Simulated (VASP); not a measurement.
Crystal: NaTeH4.

```
CELL_PARAMETERS angstrom
3.76502 3.46137 0.00000
3.76502 -3.46137 0.00000
0.00000 0.00000 -7.55330
ATOMIC_POSITIONS crystal
H 0.17440 0.19980 0.75000
H 0.82560 0.80020 0.25000
H 0.19980 0.17440 0.25000
H 0.80020 0.82560 0.75000
H 0.69110 0.30890 0.57200
H 0.30890 0.69110 0.07200
H 0.30890 0.69110 0.42800
H 0.69110 0.30890 0.92800
Na 0.35340 0.64660 0.75000
Na 0.64660 0.35340 0.25000
Te 0.83900 0.16100 0.75000
Te 0.16100 0.83900 0.25000
```

| Quantity | Value |
| --- | --- |
| Program | VASP 6.6.1 |
| Task | relaxation of the atoms |
| Functional | r2SCAN |
| Potentials or basis | VASP PAW PBE potentials, release 64 (H, Na_pv, Te) |
| Cutoff | 500 eV |
| k mesh | 5 × 5 × 3 |
| Occupations | fermi-dirac, width 0.1 eV |
| Spin | no spin polarisation |

At the start: pressure 6.8 GPa; volume 16.41 Å³/atom.

**Question.** How do energy, volume and symmetry change on relaxing?

**Answer.** Over 47 steps the energy falls by 812.7 meV/atom at a fixed cell; space group Cmcm (No. 63, to 0.1 Å) before and after.

The path:
```csv
step,energy change (eV),largest force (eV/Å),pressure (GPa)
1,0.0000,2.4611,6.84
3,-3.0377,0.9112,-4.08
5,-3.1022,0.6884,-2.68
7,-3.3030,0.8257,-3.16
9,-4.9734,1.5874,-4.72
11,-5.3274,2.1835,-4.76
13,-5.8976,3.4632,-4.40
15,-7.4246,4.2918,-2.60
17,-8.3094,1.1394,-0.60
19,-8.4186,1.0146,-0.62
21,-8.9619,1.4961,0.46
23,-9.2342,1.3903,1.39
25,-9.4074,1.8885,1.28
27,-9.5288,1.3115,0.46
29,-9.6709,0.3203,-0.84
31,-9.6898,0.3597,-1.09
33,-9.7339,0.3233,-0.83
35,-9.7410,0.1105,-0.89
37,-9.7450,0.1065,-0.64
39,-9.7480,0.1295,-0.67
41,-9.7488,0.1696,-0.67
43,-9.7519,0.0681,-0.59
45,-9.7521,0.0352,-0.57
47,-9.7522,0.0297,-0.56
```

Final structure:
```cif
data_structure
_symmetry_space_group_name_H-M 'P 1'
_symmetry_Int_Tables_number 1
_cell_length_a 5.1143
_cell_length_b 5.1143
_cell_length_c 7.5533
_cell_angle_alpha 90.000
_cell_angle_beta 90.000
_cell_angle_gamma 85.188
_cell_volume 196.87
loop_
_atom_site_label
_atom_site_type_symbol
_atom_site_fract_x
_atom_site_fract_y
_atom_site_fract_z
_atom_site_occupancy
H1 H 0.20940 0.11801 0.75000 1
H2 H 0.79060 0.88199 0.25000 1
H3 H 0.11801 0.20940 0.25000 1
H4 H 0.88199 0.79060 0.75000 1
H5 H 0.54645 0.45355 0.52705 1
H6 H 0.45355 0.54645 0.02705 1
H7 H 0.45355 0.54645 0.47295 1
H8 H 0.54645 0.45355 0.97295 1
Na1 Na 0.31562 0.68438 0.75000 1
Na2 Na 0.68438 0.31562 0.25000 1
Te1 Te 0.84744 0.15256 0.75000 1
Te2 Te 0.15256 0.84744 0.25000 1
```

Caveat: the PAW data sets were made with another functional, which shifts forces and pressure a little.
